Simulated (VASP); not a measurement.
# Ti (I4_1/amd) in VASP: notebook

The runs below take Ti through single point, relaxation of shape and atoms at fixed volume, with PBE.

Everything below comes from runs of VASP 6.6.1. Logs are shortened: lines on timing, memory, paths and dates and some standing lists are left out, and cuts for length are marked.

### Step 1. The cell of the first run

It takes space group I4_1/amd (No. 141, tetragonal). The conventional cell has a = 4.994 Å, b = 4.994 Å, c = 2.804 Å, α = 90.00°, β = 90.00°, γ = 90.00°. Ti (site symmetry -4m2) has 10 Ti at 2.59 to 3.26 Å within 3.4 Å.

### Step 2. Single point, PBE (17.48 Å³/atom)

INCAR

```
SYSTEM = Ti
PREC = Accurate ; ENCUT = 520
EDIFF = 1E-6 ; ISMEAR = -1
SIGMA = 0.1 ; LREAL = .FALSE.
LASPH = .TRUE. ; NELM = 100
ALGO = Normal ; ISIF = 2
LWAVE = .FALSE. ; LCHARG = .FALSE.
GGA = PE ; NBANDS = 19
```

KPOINTS

```
Automatic mesh
0
G
  15 15 15
  0 0 0
```

POSCAR

```
Ti
1.0
   -2.4969842691      2.4969842691      1.4018794898
    2.4969842691     -2.4969842691      1.4018794898
    2.4969842691      2.4969842691     -1.4018794898
Ti
2
Direct
   -0.3750000000     -0.1250000000     -0.2500000000
    0.3750000000      0.1250000000      0.2500000000
```

Potentials or basis: VASP PAW PBE potentials, release 64 (Ti_sv).

On the command line:

```bash
cat potpaw_PBE.64/Ti_sv/POTCAR > POTCAR
mpirun -np 1 vasp_std > vasp.out
```

OUTCAR:

```text
SYSTEM = Ti
   PREC = Accurate
   ENCUT = 520
   EDIFF = 1E-6
   ISMEAR = -1
   LREAL = .FALSE.
   LASPH = .TRUE.
   NELM = 100
   ISIF = 2
   GGA = PE

 ion  position               nearest neighbor table
   1  0.625  0.875  0.750-   2 2.59   2 2.59   2 2.59   2 2.59
   2  0.375  0.125  0.250-   1 2.59   1 2.59   1 2.59   1 2.59

  LATTYP: Found a body centered tetragonal cell.
 ALAT       =     4.9939685382
 C/A-ratio  =     0.5614290435

  Lattice vectors:

 A1 = (  -2.4969842691,   2.4969842691,   1.4018794898)
 A2 = (   2.4969842691,  -2.4969842691,   1.4018794898)
 A3 = (   2.4969842691,   2.4969842691,  -1.4018794898)

Analysis of symmetry for initial positions (statically):
=====================================================================
 Subroutine PRICEL returns:
 Original cell was already a primitive cell.

 Routine SETGRP: Setting up the symmetry group for a
 body centered tetragonal supercell.

 Subroutine GETGRP returns: Found 16 space group operations
 (whereof  4 operations were pure point group operations)
 out of a pool of 16 trial point group operations.

The static configuration has the point symmetry C_2h.
 The point group associated with its full space group is D_4h.

Analysis of symmetry for dynamics (positions and initial velocities):
=====================================================================
 Subroutine PRICEL returns:
 Original cell was already a primitive cell.

 Routine SETGRP: Setting up the symmetry group for a
 body centered tetragonal supercell.

 Subroutine GETGRP returns: Found 16 space group operations
 (whereof  4 operations were pure point group operations)
 out of a pool of 16 trial point group operations.

The dynamic configuration has the point symmetry C_2h.
 The point group associated with its full space group is D_4h.

 Subroutine INISYM returns: Found 16 space group operations
 (whereof  4 operations are pure point group operations),
 and found     1 'primitive' translations

----------------------------------------------------------------------------------------

                                     Primitive cell

  volume of cell :      34.9625

  direct lattice vectors                    reciprocal lattice vectors
    -2.496984269  2.496984269  1.401879490     0.000000000  0.200241550  0.356664038
     2.496984269 -2.496984269  1.401879490     0.200241550  0.000000000  0.356664038
     2.496984269  2.496984269 -1.401879490     0.200241550  0.200241550  0.000000000

  length of vectors
     3.799358760  3.799358760  3.799358760     0.409030457  0.409030457  0.283184316

  position of ions in fractional coordinates (direct lattice)
     0.625000000  0.875000000  0.750000000
     0.375000000  0.125000000  0.250000000

  ion indices of the primitive-cell ions
   primitive index   ion index
                 1           1
                 2           2

----------------------------------------------------------------------------------------

 KPOINTS: Automatic mesh

Automatic generation of k-mesh.
 Grid dimensions read from file:
 generate k-points for:   15   15   15

 Generating k-lattice:

  Cartesian coordinates                     Fractional coordinates (reciprocal lattice)
     0.000000000  0.013349437  0.023777603     0.066666667  0.000000000  0.000000000
     0.013349437  0.000000000  0.023777603     0.000000000  0.066666667  0.000000000
     0.013349437  0.013349437  0.000000000     0.000000000  0.000000000  0.066666667

  Length of vectors
     0.027268697  0.027268697  0.018878954

  Shift w.r.t. Gamma in fractional coordinates (k-lattice)
     0.000000000  0.000000000  0.000000000

 Subroutine IBZKPT returns following result:
 ===========================================

 Found    288 irreducible k-points:

 Following reciprocal coordinates:
            Coordinates               Weight
  0.000000  0.000000  0.000000      1.000000
  0.066667  0.000000 -0.000000      8.000000
  0.133333 -0.000000  0.000000      8.000000
  0.200000  0.000000  0.000000      8.000000
  0.266667 -0.000000  0.000000      8.000000
  0.333333 -0.000000  0.000000      8.000000
[... 16 lines left out ...]
  0.133333  0.133333  0.000000      8.000000
  0.200000  0.133333  0.000000     16.000000
 [... further k-points ...]
   k-points           NKPTS =    288   k-points in BZ     NKDIM =    288   number of bands    NBANDS=     19
   number of dos      NEDOS =    301   number of ions     NIONS =      2
   total plane-waves  NPLWV =  21952
   dimension x,y,z NGX =    28 NGY =   28 NGZ =   28
   dimension x,y,z NGXF=    56 NGYF=   56 NGZF=   56
   ions per type =               2
   NGX,Y,Z   is equivalent  to a cutoff of  12.25, 12.25, 12.25 a.u.
   NGXF,Y,Z  is equivalent  to a cutoff of  24.50, 24.50, 24.50 a.u.
 SYSTEM =  Ti
   PREC   = accura    normal or accurate (medium, high low for compatibility)
   ISTART =      0    job   : 0-new  1-cont  2-samecut
   ICHARG =      2    charge: 1-file 2-atom 10-const
[... 42 lines left out ...]

 number of electron      24.0000000 magnetization

 Free energy of the ion-electron system (eV)
  ---------------------------------------------------
  ext. energy  EPLUGINS =         0.00000000
  ---------------------------------------------------
  free energy    TOTEN  =       -14.86054393 eV

  energy without entropy =      -14.75332983  energy(sigma->0) =      -14.80693688

 E-fermi :   7.9761     XC(G=0): -11.4141

 val. band max:        7.9721800277   @ k =  -0.4667   0.4667   0.4000
 cond. band min:       7.9763033427   @ k =   0.3333   0.1333   0.0000
 fundamental gap:      0.0041233150
 Fermi energy:         7.9760538864

 k-point     1 :       0.0000    0.0000    0.0000
  band No.  band energies     occupation
      1     -48.5950      2.00000
      2     -48.2897      2.00000
      3     -25.1281      2.00000
      4     -25.1280      2.00000
      5     -24.4231      2.00000
      6     -24.4101      2.00000
[... 11 lines left out ...]
     18      12.1006      0.00000
     19      12.7571      0.00000

 k-point     2 :       0.0667    0.0000   -0.0000
  band No.  band energies     occupation
      1     -48.5894      2.00000
      2     -48.2899      2.00000
      3     -25.1264      2.00000
      4     -25.1161      2.00000
      5     -24.4477      2.00000
      6     -24.4334      2.00000
[... 11 lines left out ...]
     18      12.0692      0.00000
     19      12.6133      0.00000

 k-point     3 :       0.1333   -0.0000    0.0000
  band No.  band energies     occupation
      1     -48.5734      2.00000
      2     -48.2907      2.00000
      3     -25.1219      2.00000
      4     -25.0829      2.00000
      5     -24.5163      2.00000
      6     -24.4959      2.00000
[... 11 lines left out ...]
     18      11.9767      0.00000
     19      12.4519      0.00000

 k-point     4 :       0.2000    0.0000    0.0000
  band No.  band energies     occupation
      1     -48.5492      2.00000
      2     -48.2926      2.00000
      3     -25.1151      2.00000
      4     -25.0364      2.00000
      5     -24.6184      2.00000
      6     -24.5772      2.00000
[... 11 lines left out ...]
     18      11.8253      0.00000
     19      12.3711      0.00000

 k-point     5 :       0.2667   -0.0000    0.0000
  band No.  band energies     occupation
      1     -48.5199      2.00000
      2     -48.2961      2.00000
      3     -25.1072      2.00000
      4     -24.9932      2.00000
      5     -24.7326      2.00000
      6     -24.6550      2.00000
[... 11 lines left out ...]
     18      11.6126      0.00000
     19      12.2913      0.00000
[... 334 lines left out ...]
      2     -48.2964      2.00000
      3     -25.1228      2.00000
      4     -25.0923      2.00000
      5     -24.4685      2.00000
      6     -24.4316      2.00000
[... 11 lines left out ...]
     18      11.9792      0.00000
     19      12.2655      0.00000

 k-point    22 :      -0.0667    0.0667    0.0000
  band No.  band energies     occupation
      1     -48.5916      2.00000
      2     -48.2930      2.00000
      3     -25.1211      2.00000
      4     -25.1210      2.00000
      5     -24.4344      2.00000
      6     -24.4090      2.00000
[... 11 lines left out ...]
     18      12.0555      0.00000
     19      12.4687      0.00000

 k-point    23 :       0.1333    0.1333    0.0000
  band No.  band energies     occupation
      1     -48.5303      2.00000
      2     -48.2859      2.00000
      3     -25.0730      2.00000
      4     -25.0630      2.00000
      5     -24.6991      2.00000
      6     -24.6833      2.00000
[... 11 lines left out ...]
     18      11.7694      0.00000
     19      12.4179      0.00000

 k-point    24 :       0.2000    0.1333    0.0000
  band No.  band energies     occupation
      1     -48.5025      2.00000
      2     -48.2889      2.00000
      3     -25.0738      2.00000
      4     -25.0342      2.00000
      5     -24.7900      2.00000
      6     -24.7634      2.00000
[... 11 lines left out ...]
     18      11.5709      0.00000
     19      12.3728      0.00000

 [... further k-points ...]

------------------------ aborting loop because EDIFF is reached ----------------------------------------

  FORCE on cell =-STRESS in cart. coord.  units (eV):
  Direction    XX          YY          ZZ          XY          YZ          ZX
  --------------------------------------------------------------------------------------
  -------------------------------------------------------------------------------------
  Total       -0.0153837     -0.0153837     -0.0430469      0.0000000      0.0000000     -0.0000000
  in kB       -0.7049689     -0.7049689     -1.9726502      0.0000000      0.0000000     -0.0000000
  external PRESSURE =      -1.1275293 kB  Pullay stress =       0.0000000 kB

 VOLUME and BASIS-vectors are now :
 -----------------------------------------------------------------------------
  energy-cutoff  :      520.00
  volume of cell :       34.96
      direct lattice vectors                 reciprocal lattice vectors
    -2.496984269  2.496984269  1.401879490     0.000000000  0.200241550  0.356664038
     2.496984269 -2.496984269  1.401879490     0.200241550  0.000000000  0.356664038
     2.496984269  2.496984269 -1.401879490     0.200241550  0.200241550  0.000000000

 POSITION                                       TOTAL-FORCE (eV/Angst)
 -----------------------------------------------------------------------------------
      2.49698      1.24849      1.05141        -0.000000     -0.000000      0.000000
      0.00000      1.24849      0.35047         0.000000      0.000000     -0.000000
 -----------------------------------------------------------------------------------
    total drift:                                0.000000      0.000000     -0.000000

  FREE ENERGIE OF THE ION-ELECTRON SYSTEM (eV)
  ---------------------------------------------------
  free  energy   TOTEN  =       -14.8605439297 eV

  energy  without entropy=      -14.7533298312  energy(sigma->0) =      -14.80693688
```

Run time: 4 min. Hardware: 1 thread of Intel Xeon 8259CL, shared host; peak memory 0.28 GiB.

What came out:

* Free energy: -14.8605 eV
* Pressure: -0.1 GPa
* Band gap on the k mesh: zero (bands 12 and 13 overlap by 0.83 eV)

Stress tensor (GPa, compression positive):
```
-0.07  0.00  0.00
 0.00 -0.07  0.00
 0.00  0.00 -0.20
```

### Step 3. Relaxation of shape and atoms at fixed volume, PBE

This run uses another cell than the first one, of 6.99 Å³/atom.

INCAR

```
PREC = Accurate
ENCUT = 600
EDIFF = 1E-7
ISMEAR = -1
SIGMA = 0.1
LREAL = False
LASPH = True
NELM = 80
ALGO = Normal
ISIF = 4
LWAVE = False
LCHARG = False
GGA = PE
IBRION = 2
NSW = 50
EDIFFG = -0.005
```

KPOINTS

```
Automatic mesh
0
Gamma
  15 15 15
```

POSCAR

```
Ti
1.0
   -1.8397937398      1.8397937398      1.0329136395
    1.8397937398     -1.8397937398      1.0329136395
    1.8397937398      1.8397937398     -1.0329136395
Ti
2
Direct
   -0.3750000000     -0.1250000000     -0.2500000000
    0.3750000000      0.1250000000      0.2500000000
```

Potentials or basis: VASP PAW PBE potentials, release 64 (Ti_sv).

On the command line:

```bash
cat potpaw_PBE.64/Ti_sv/POTCAR > POTCAR
mpirun -np 1 vasp_std > vasp.out
```

Run time: 3.3 min. Hardware: 1 thread of Intel Xeon 8259CL, shared host; peak memory 0.2 GiB.

It converged, with:

* Free energy: -1.0989 eV
* Energy gained by relaxing: 0.2 meV/atom
* Ionic steps: 3
* Pressure after relaxing: 446.2 GPa
* Band gap on the k mesh: zero (bands 12 and 13 overlap by 2.73 eV)

Step by step:
| step | energy change (eV) | largest force (eV/Å) | pressure (GPa) | volume (Å³) |
| --- | --- | --- | --- | --- |
| 1 | 0.0000 | 0.0000 | 446.38 | 13.98 |
| 2 | -0.0001 | 0.0000 | 446.02 | 13.98 |
| 3 | -0.0003 | 0.0000 | 446.20 | 13.98 |

Final structure:
```
CELL_PARAMETERS angstrom
-1.84200 1.84200 1.03045
1.84200 -1.84200 1.03045
1.84200 1.84200 -1.03045
ATOMIC_POSITIONS crystal
Ti 0.62500 0.87500 0.75000
Ti 0.37500 0.12500 0.25000
```

Levels at points of the mesh, in eV from the Fermi level:
| k point | band 8 | band 9 | band 10 | band 11 | band 12 | band 13 | band 14 | band 15 | band 16 |
| --- | --- | --- | --- | --- | --- | --- | --- | --- | --- |
| (0.00, 0.00, 0.00) | -29.10 | -9.71 | -4.47 | -3.91 | -2.33 | -1.44 | 4.18 | 4.18 | 4.62 |

Caveat: atoms lie so close that the PAW spheres overlap strongly, which falsifies energies and pressures.

### Step 4. Relaxation of shape and atoms at fixed volume, PBE

This run uses another cell than the first one, of 7.87 Å³/atom.

INCAR

```
PREC     = Accurate       # precision mode
ENCUT    = 600            # plane-wave cutoff, eV
EDIFF    = 1E-7           # SCF threshold, eV
ISMEAR   = -1             # smearing method
SIGMA    = 0.1            # smearing width, eV
LREAL    = F              # projectors in reciprocal space
LASPH    = T              # aspherical terms in the spheres
NELM     = 100            # most SCF steps
ALGO     = Normal         # electronic algorithm
ISIF     = 4              # what is computed and relaxed
LWAVE    = F              # write WAVECAR
LCHARG   = F              # write CHGCAR
GGA      = PE             # functional
IBRION   = 2              # ionic algorithm
NSW      = 50             # ionic steps
EDIFFG   = -0.005         # ionic threshold
```

KPOINTS is that of step 3.

POSCAR

```
Ti
1.0
   -1.9134625980      1.9134625980      1.0742734761
    1.9134625980     -1.9134625980      1.0742734761
    1.9134625980      1.9134625980     -1.0742734761
Ti
2
Direct
   -0.3750000000     -0.1250000000     -0.2500000000
    0.3750000000      0.1250000000      0.2500000000
```

On the command line:

```bash
cat potpaw_PBE.64/Ti_sv/POTCAR > POTCAR
mpirun -np 1 vasp_std > vasp.out
```

It took 3.6 min on 1 thread of Intel Xeon 8259CL, shared host; peak memory 0.2 GiB.

The run converged. Its results:

- Free energy: -5.1439 eV
- Energy gained by relaxing: 0.7 meV/atom
- Ionic steps: 3
- Pressure after relaxing: 306.0 GPa
- Band gap on the k mesh: zero (bands 12 and 13 overlap by 3.03 eV)

Step by step:
```
step  energy change (eV)  largest force (eV/Å)  pressure (GPa)  volume (Å³)
   1              0.0000                0.0000          305.72        15.73
   2             -0.0012                0.0000          306.18        15.73
   3             -0.0014                0.0000          306.02        15.73
```

Final structure:
```
CELL_PARAMETERS angstrom
-1.90798 1.90798 1.08046
1.90798 -1.90798 1.08046
1.90798 1.90798 -1.08046
ATOMIC_POSITIONS crystal
Ti 0.62500 0.87500 0.75000
Ti 0.37500 0.12500 0.25000
```

Levels at points of the mesh, in eV from the Fermi level:
```tsv
k point	band 9	band 10	band 11	band 12	band 13	band 14	band 15	band 16
(0.00, 0.00, 0.00)	-8.23	-5.18	-3.15	-1.82	-0.78	3.99	3.99	4.35
```

Caveat: atoms lie so close that the PAW spheres overlap strongly, which falsifies energies and pressures.

### Step 5. Relaxation of shape and atoms at fixed volume, PBE

This run uses another cell than the first one, of 9.61 Å³/atom.

INCAR

```
SYSTEM = Ti
ALGO     = Normal         ! electronic algorithm
EDIFF    = 1E-6           ! SCF threshold, eV
EDIFFG   = -0.005         ! ionic threshold
ENCUT    = 600            ! plane-wave cutoff, eV
GGA      = PE             ! functional
IBRION   = 2              ! ionic algorithm
ISIF     = 4              ! what is computed and relaxed
ISMEAR   = -1             ! smearing method
LASPH    = .True.         ! aspherical terms in the spheres
LCHARG   = .False.        ! write CHGCAR
LREAL    = .False.        ! projectors in reciprocal space
LWAVE    = .False.        ! write WAVECAR
NELM     = 60             ! most SCF steps
NSW      = 50             ! ionic steps
PREC     = Accurate       ! precision mode
SIGMA    = 0.1            ! smearing width, eV
```

KPOINTS

```
k-points
0
Gamma
  15 15 15
  0 0 0
```

POSCAR

```
Ti
1.0
   -2.0458323240      2.0458323240      1.1485896848
    2.0458323240     -2.0458323240      1.1485896848
    2.0458323240      2.0458323240     -1.1485896848
Ti
2
Direct
   -0.3750000000     -0.1250000000     -0.2500000000
    0.3750000000      0.1250000000      0.2500000000
```

On the command line:

```bash
cat potpaw_PBE.64/Ti_sv/POTCAR > POTCAR
mpirun -np 1 vasp_std > vasp.out
```

Wall time 6.9 min (1 thread of Intel Xeon 8259CL, shared host); peak memory 0.24 GiB.

It converged, with:

```yaml
Free_energy: -9.9892 eV
Energy_gained_by_relaxing: 4.8 meV/atom
Ionic_steps: 3
Pressure_after_relaxing: 157.2 GPa
Band_gap_on_the_k_mesh: zero (bands 12 and 13 overlap by 2.04 eV)
```

Step by step:
| step | energy change (eV) | largest force (eV/Å) | pressure (GPa) | volume (Å³) |
| --- | --- | --- | --- | --- |
| 1 | 0.0000 | 0.0000 | 156.90 | 19.23 |
| 2 | -0.0092 | 0.0000 | 157.07 | 19.23 |
| 3 | -0.0095 | 0.0000 | 157.20 | 19.23 |

Final structure:
```
Ti
1.0
    -2.02646    2.02646    1.17065
     2.02646   -2.02646    1.17065
     2.02646    2.02646   -1.17065
Ti
2
Direct
  0.62500 0.87500 0.75000
  0.37500 0.12500 0.25000
```

Levels at points of the mesh, in eV from the Fermi level:
| k point | band 9 | band 10 | band 11 | band 12 | band 13 | band 14 | band 15 | band 16 |
| --- | --- | --- | --- | --- | --- | --- | --- | --- |
| (0.00, 0.00, 0.00) | -6.19 | -5.88 | -2.17 | -1.15 | -0.02 | 3.58 | 3.58 | 3.81 |

### Step 6. The runs side by side

```csv
task,cell,cutoff (eV),gap on the mesh (eV),pressure (GPa)
single point,"a = 3.799 Å, angles 97.8, 97.8, 136.7°, 2 atoms",520,none,-0.1
relaxation of shape and atoms at fixed volume,"relaxed from a = 2.799 Å, angles 97.8, 97.8, 136.7°, 2 atoms",600,none,446.2
relaxation of shape and atoms at fixed volume,"relaxed from a = 2.911 Å, angles 97.8, 97.8, 136.7°, 2 atoms",600,none,306.0
relaxation of shape and atoms at fixed volume,"relaxed from a = 3.113 Å, angles 97.8, 97.8, 136.7°, 2 atoms",600,none,157.2
```

Alike in all rows: level PBE; potentials or basis VASP PAW PBE potentials, release 64 (Ti_sv); no spin polarisation; k mesh 15 × 15 × 15; smearing fermi-dirac 0.1 eV.

Caveats: atoms lie so close that the PAW spheres overlap strongly, which falsifies energies and pressures (at least some runs).

Absolute energies hang on the potentials; compare differences alone.
